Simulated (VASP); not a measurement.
# Sn (Immm) in VASP: further runs

The runs below take Sn through single point, with LDA.

All numbers are computed with VASP 6.6.1; they aren't measurements. Logs are shortened: lines on timing, memory, paths and dates and some standing lists are left out, and cuts for length are marked.

## 1. The cell of the first run

Symmetry: Immm, No. 71, orthorhombic system. Conventional cell: a = 3.453 Å, b = 3.551 Å, c = 4.677 Å, α = 90.00°, β = 90.00°, γ = 90.00°. Sn (site symmetry mmm) has 14 Sn at 3.41 to 4.68 Å within 4.7 Å.

## 2. Single point, LDA

INCAR reads:

```
ALGO = Fast
EDIFF = 1E-6
ENCUT = 520
ISIF = 2
ISMEAR = 0
LASPH = True
LCHARG = False
LREAL = False
LWAVE = False
NBANDS = 13
NELM = 100
PREC = Accurate
SIGMA = 0.15
```

KPOINTS reads:

```
k-points
0
Gamma
  20 20 20
```

POSCAR reads:

```
Sn
1.0
   -1.7265390000      1.7755470000      2.3383420000
    1.7265390000     -1.7755470000      2.3383420000
    1.7265390000      1.7755470000     -2.3383420000
Sn
1
Direct
    0.0000000000      0.0000000000      0.0000000000
```

Potentials or basis: VASP PAW LDA potentials, release 64 (Sn_d).

Command:

```
$ cat potpaw_LDA.64/Sn_d/POTCAR > POTCAR
$ mpirun -np 1 vasp_std > vasp.out
```

OUTCAR:

```text
EDIFF = 1E-6
   ENCUT = 520
   ISIF = 2
   ISMEAR = 0
   LASPH = True
   LREAL = False
   NELM = 100
   PREC = Accurate

 ion  position               nearest neighbor table
   1  0.000  0.000  0.000-

  LATTYP: Found a body centered orthorhombic cell.
 ALAT       =     3.4530780000
 B/A-ratio  =     1.0283851103
 C/A-ratio  =     1.3543522620

  Lattice vectors:

 A1 = (  -1.7265390000,   1.7755470000,   2.3383420000)
 A2 = (   1.7265390000,  -1.7755470000,   2.3383420000)
 A3 = (   1.7265390000,   1.7755470000,  -2.3383420000)

Analysis of symmetry for initial positions (statically):
=====================================================================
 Subroutine PRICEL returns:
 Original cell was already a primitive cell.

 Routine SETGRP: Setting up the symmetry group for a
 body centered orthorhombic supercell.

 Subroutine GETGRP returns: Found  8 space group operations
 (whereof  8 operations were pure point group operations)
 out of a pool of  8 trial point group operations.

The static configuration has the point symmetry D_2h.

Analysis of symmetry for dynamics (positions and initial velocities):
=====================================================================
 Subroutine PRICEL returns:
 Original cell was already a primitive cell.

 Routine SETGRP: Setting up the symmetry group for a
 body centered orthorhombic supercell.

 Subroutine GETGRP returns: Found  8 space group operations
 (whereof  8 operations were pure point group operations)
 out of a pool of  8 trial point group operations.

The dynamic configuration has the point symmetry D_2h.

 Subroutine INISYM returns: Found  8 space group operations
 (whereof  8 operations are pure point group operations),
 and found     1 'primitive' translations

----------------------------------------------------------------------------------------

                                     Primitive cell

  volume of cell :      28.6732

  direct lattice vectors                    reciprocal lattice vectors
    -1.726539000  1.775547000  2.338342000     0.000000000  0.281603359  0.213826720
     1.726539000 -1.775547000  2.338342000     0.289596702  0.000000000  0.213826720
     1.726539000  1.775547000 -2.338342000     0.289596702  0.281603359  0.000000000

  length of vectors
     3.406075069  3.406075069  3.406075069     0.353584952  0.359983494  0.403938983

  position of ions in fractional coordinates (direct lattice)
     0.000000000  0.000000000  0.000000000

  ion indices of the primitive-cell ions
   primitive index   ion index
                 1           1

----------------------------------------------------------------------------------------

 KPOINTS: k-points

Automatic generation of k-mesh.
 Grid dimensions read from file:
 generate k-points for:   20   20   20

 Generating k-lattice:

  Cartesian coordinates                     Fractional coordinates (reciprocal lattice)
     0.000000000  0.014080168  0.010691336     0.050000000  0.000000000 -0.000000000
     0.014479835  0.000000000  0.010691336     0.000000000  0.050000000  0.000000000
     0.014479835  0.014080168  0.000000000    -0.000000000  0.000000000  0.050000000

  Length of vectors
     0.017679248  0.017999175  0.020196949

  Shift w.r.t. Gamma in fractional coordinates (k-lattice)
     0.000000000  0.000000000  0.000000000

 Subroutine IBZKPT returns following result:
 ===========================================

 Found   1166 irreducible k-points:

 Following reciprocal coordinates:
            Coordinates               Weight
  0.000000  0.000000  0.000000      1.000000
  0.050000  0.000000  0.000000      4.000000
  0.100000  0.000000 -0.000000      4.000000
  0.150000  0.000000  0.000000      4.000000
  0.200000  0.000000 -0.000000      4.000000
  0.250000  0.000000  0.000000      4.000000
[... 16 lines left out ...]
 -0.450000  0.050000  0.000000      8.000000
 -0.400000  0.050000  0.000000      8.000000
 [... further k-points ...]
   k-points           NKPTS =   1166   k-points in BZ     NKDIM =   1166   number of bands    NBANDS=     13
   number of dos      NEDOS =    301   number of ions     NIONS =      1
   total plane-waves  NPLWV =  21952
   dimension x,y,z NGX =    28 NGY =   28 NGZ =   28
   dimension x,y,z NGXF=    56 NGYF=   56 NGZF=   56
   ions per type =               1
   NGX,Y,Z   is equivalent  to a cutoff of  13.67, 13.67, 13.67 a.u.
   NGXF,Y,Z  is equivalent  to a cutoff of  27.33, 27.33, 27.33 a.u.
 SYSTEM =  unknown system
   PREC   = accura    normal or accurate (medium, high low for compatibility)
   ISTART =      0    job   : 0-new  1-cont  2-samecut
   ICHARG =      2    charge: 1-file 2-atom 10-const
   ISPIN  =      1    spin polarized calculation?
   LNONCOLLINEAR =      F non collinear calculations
   LSORBIT =      F    spin-orbit coupling
   LASPH  =      T    aspherical Exc in radial PAW
   ENCUT  =  520.0 eV  38.22 Ry    6.18 a.u.   6.33  6.33  6.33*2*pi/ulx,y,z
   NELM   =    100;   NELMIN=  2; NELMDL= -5     # of ELM steps
   EDIFF  = 0.1E-05   stopping-criterion for ELM
   LREAL  =      F    real-space projection
   EDIFFG = 0.1E-04   stopping-criterion for IOM
   NSW    =      0    number of steps for IOM
   IBRION =     -1    ionic relax: 0-MD 1-quasi-New 2-CG
   NFREE  =      0    steps in history (QN), initial steepest desc. (CG)
   ISIF   =      2    stress and relaxation
   ISYM   =      2    0-nonsym 1-usesym 2-fastsym
   POTIM  = 0.5000    time-step for ionic-motion
   TEBEG  =    0.0;   TEEND  =   0.0 temperature during run
   PSTRESS=    0.0 pullay stress
   NELECT =      14.0000    total number of electrons
   NUPDOWN=      -1.0000    fix difference up-down
   EMIN   =  10.00;   EMAX   =-10.00  energy-range for DOS
   EFERMI =   0.00;   METHOD = LEGACY
   ISMEAR =     0;   SIGMA  =   0.15  broadening in eV -4-tet -1-fermi 0-gaus
   EFERMI_NEDOS =   21; number of points for ismear=-14 and -15
   IALGO  =     68    algorithm
   IMIX   =      4    mixing-type and parameters
     AMIX     =   0.40;   BMIX     =  1.00
     AMIX_MAG =   1.60;   BMIX_MAG =  1.00
  volume/ion in A,a.u.               =      28.67       193.50
  Fermi-wavevector in a.u.,A,eV,Ry     =   1.289116  2.436076 22.610433  1.661820
  Thomas-Fermi vector in A             =   2.421028
   LORBIT       =      0    0 simple, 1 ext, 2 COOP (PROOUT), +10 PAW based schemes
   GGA     = CA    functional components
   LHFCALC =     F    Hartree Fock is set to
   AEXX    =    0.0000 exact exchange contribution
   IVDW    =     0    specifies the selected vdW correction
   LEPSILON=     F    determine dielectric tensor
   LRPA    =     F    only Hartree local field effects (RPA)
 non-spin polarized calculation
 RMM-DIIS sequential band-by-band and
 Gauss-broadening in eV      SIGMA  =   0.15
  energy-cutoff  :      520.00
  volume of cell :       28.67
 maximum number of plane-waves:       790
 NGX is ok and might be reduce to    28
   NGX = 13   NGY = 13   NGZ = 13

 number of electron      13.9999998 magnetization

 Free energy of the ion-electron system (eV)
  ---------------------------------------------------
  ext. energy  EPLUGINS =         0.00000000
  ---------------------------------------------------
  free energy    TOTEN  =        -4.39891930 eV

  energy without entropy =       -4.39296893  energy(sigma->0) =       -4.39594411

 E-fermi :   7.2620     XC(G=0): -10.3520

 val. band max:        7.2554751235   @ k =  -0.4000   0.2000   0.0500
 cond. band min:       7.2688289998   @ k =   0.4500   0.2500   0.1000
 fundamental gap:      0.0133538763
 Fermi energy:         7.2620450519

 k-point     1 :       0.0000    0.0000    0.0000
  band No.  band energies     occupation
      1     -14.2176      2.00000
      2     -14.2037      2.00000
      3     -14.1824      2.00000
      4     -14.1524      2.00000
      5     -14.1177      2.00000
      6      -3.5443      2.00000
      7      14.1505      0.00000
      8      14.2979      0.00000
      9      14.6890      0.00000
     10      17.9612      0.00000
     11      18.4346      0.00000
     12      18.9406      0.00000
     13      19.0982      0.00000

 k-point     2 :       0.0500    0.0000    0.0000
  band No.  band energies     occupation
      1     -14.2164      2.00000
      2     -14.2019      2.00000
      3     -14.1821      2.00000
      4     -14.1520      2.00000
      5     -14.1180      2.00000
      6      -3.4962      2.00000
      7      13.6372      0.00000
      8      14.2035      0.00000
      9      14.5925      0.00000
     10      17.5636      0.00000
     11      18.7773      0.00000
     12      19.2324      0.00000
     13      19.5989      0.00000

 k-point     3 :       0.1000    0.0000   -0.0000
  band No.  band energies     occupation
      1     -14.2130      2.00000
      2     -14.1972      2.00000
      3     -14.1810      2.00000
      4     -14.1501      2.00000
      5     -14.1185      2.00000
      6      -3.3519      2.00000
      7      12.3825      0.00000
      8      14.0798      0.00000
      9      14.3394      0.00000
     10      17.2594      0.00000
     11      19.0875      0.00000
     12      19.5430      0.00000
     13      20.7015      0.00000

 k-point     4 :       0.1500    0.0000    0.0000
  band No.  band energies     occupation
      1     -14.2086      2.00000
      2     -14.1925      2.00000
      3     -14.1796      2.00000
      4     -14.1447      2.00000
      5     -14.1184      2.00000
      6      -3.1115      2.00000
      7      10.9130      0.00000
      8      13.9161      0.00000
      9      14.0020      0.00000
     10      17.0528      0.00000
     11      19.4138      0.00000
     12      19.6369      0.00000
     13      20.3855      0.00000

 k-point     5 :       0.2000    0.0000   -0.0000
  band No.  band energies     occupation
      1     -14.2045      2.00000
      2     -14.1905      2.00000
      3     -14.1784      2.00000
      4     -14.1337      2.00000
      5     -14.1164      2.00000
      6      -2.7757      2.00000
      7       9.4191      0.00000
      8      13.6407      0.00000
      9      13.7378      0.00000
     10      16.9050      0.00000
     11      19.2441      0.00000
     12      19.2963      0.00000
     13      20.4246      0.00000
[... 257 lines left out ...]
 k-point    22 :       0.5000    0.0500    0.0000
  band No.  band energies     occupation
      1     -14.2028      2.00000
      2     -14.1983      2.00000
      3     -14.1829      2.00000
      4     -14.0824      2.00000
      5     -14.0621      2.00000
      6       0.3329      2.00000
      7       2.9817      2.00000
      8      12.0399      0.00000
      9      12.8899      0.00000
     10      16.6470      0.00000
     11      17.3510      0.00000
     12      18.2793      0.00000
     13      18.9815      0.00000

 k-point    23 :      -0.4500    0.0500    0.0000
  band No.  band energies     occupation
      1     -14.2024      2.00000
      2     -14.1973      2.00000
      3     -14.1822      2.00000
      4     -14.0852      2.00000
      5     -14.0674      2.00000
      6      -0.1337      2.00000
      7       3.6176      2.00000
      8      12.1727      0.00000
      9      12.8471      0.00000
     10      16.5634      0.00000
     11      17.4330      0.00000
     12      18.3017      0.00000
     13      19.2925      0.00000

 k-point    24 :      -0.4000    0.0500    0.0000
  band No.  band energies     occupation
      1     -14.2016      2.00000
      2     -14.1958      2.00000
      3     -14.1806      2.00000
      4     -14.0917      2.00000
      5     -14.0770      2.00000
      6      -0.7782      2.00000
      7       4.6256      2.00000
      8      12.3587      0.00000
      9      12.8725      0.00000
     10      16.5581      0.00000
     11      17.5299      0.00000
     12      18.4654      0.00000
     13      19.7206      0.00000

 [... further k-points ...]

------------------------ aborting loop because EDIFF is reached ----------------------------------------

  FORCE on cell =-STRESS in cart. coord.  units (eV):
  Direction    XX          YY          ZZ          XY          YZ          ZX
  --------------------------------------------------------------------------------------
  -------------------------------------------------------------------------------------
  Total       -0.7786508     -0.9037918     -0.8561125      0.0000000      0.0000000      0.0000000
  in kB      -43.5087622    -50.5012808    -47.8370977      0.0000000      0.0000000      0.0000000
  external PRESSURE =     -47.2823802 kB  Pullay stress =       0.0000000 kB

 VOLUME and BASIS-vectors are now :
 -----------------------------------------------------------------------------
  energy-cutoff  :      520.00
  volume of cell :       28.67
      direct lattice vectors                 reciprocal lattice vectors
    -1.726539000  1.775547000  2.338342000     0.000000000  0.281603359  0.213826720
     1.726539000 -1.775547000  2.338342000     0.289596702  0.000000000  0.213826720
     1.726539000  1.775547000 -2.338342000     0.289596702  0.281603359  0.000000000

 POSITION                                       TOTAL-FORCE (eV/Angst)
 -----------------------------------------------------------------------------------
      0.00000      0.00000      0.00000         0.000000      0.000000      0.000000
 -----------------------------------------------------------------------------------
    total drift:                               -0.000000     -0.000000     -0.000000

  FREE ENERGIE OF THE ION-ELECTRON SYSTEM (eV)
  ---------------------------------------------------
  free  energy   TOTEN  =        -4.3989192957 eV

  energy  without entropy=       -4.3929689306  energy(sigma->0) =       -4.39594411
```

Wall time 4.2 min (1 thread of Intel Xeon 6975P-C (Granite Rapids), shared host); peak memory 0.47 GiB.

What came out:

* Free energy: -4.3989 eV
* Pressure: -4.7 GPa
* Band gap on the k mesh: zero (bands 7 and 8 overlap by 8.85 eV)

Stress tensor (GPa, compression positive):
```
-4.35  0.00  0.00
 0.00 -5.05  0.00
 0.00  0.00 -4.78
```

Caveat: the cell stands under tension; spin-orbit coupling is left out, which moves the levels of the heavy elements.

## 3. Single point, LDA

INCAR reads:

```
SYSTEM = Sn
PREC = Accurate ; ENCUT = 520
EDIFF = 1E-7 ; ISMEAR = 0
SIGMA = 0.15 ; LREAL = .FALSE.
LASPH = .TRUE. ; NELM = 60
ALGO = Fast ; ISIF = 2
LWAVE = .FALSE. ; LCHARG = .FALSE.
NBANDS = 13
```

KPOINTS reads:

```
regular mesh
0
G
  22 22 22
  0 0 0
```

POSCAR is that of step 2.

Potentials or basis: VASP PAW LDA potentials, release 64 (Sn_d).

Command:

```
$ cat potpaw_LDA.64/Sn_d/POTCAR > POTCAR
$ mpirun -np 1 vasp_std > vasp.out
```

Run time: 6 min. Hardware: 1 thread of Intel Xeon 6975P-C (Granite Rapids), shared host; peak memory 0.58 GiB.

It converged, with:

```
Free energy            : -4.3991 eV
Pressure               : -4.8 GPa
Band gap on the k mesh : zero (bands 7 and 8 overlap by 8.90 eV)
```

Stress tensor (GPa, compression positive):
```
-4.58  0.00  0.00
 0.00 -5.07  0.00
 0.00  0.00 -4.76
```

Levels at points of the mesh, in eV from the Fermi level:
```tsv
k point	band 3	band 4	band 5	band 6	band 7	band 8	band 9	band 10	band 11	band 12
(0.00, 0.00, 0.00)	-21.43	-21.40	-21.36	-10.79	6.90	7.05	7.44	10.72	11.19	11.69
(0.50, 0.00, 0.00)	-21.43	-21.33	-21.31	-6.91	-4.37	5.15	5.89	9.73	10.18	10.28
(0.00, 0.50, 0.00)	-21.42	-21.32	-21.31	-6.66	-4.31	4.73	5.60	9.24	9.73	10.14
(0.50, 0.50, 0.00)	-21.32	-21.31	-21.29	-5.30	-3.56	2.02	2.39	5.59	6.02	19.10
(0.50, 0.50, 0.50)	-21.32	-21.29	-21.29	-4.55	-3.06	1.18	1.81	4.70	5.55	19.16
```

Caveat: the cell stands under tension; spin-orbit coupling is left out, which moves the levels of the heavy elements.
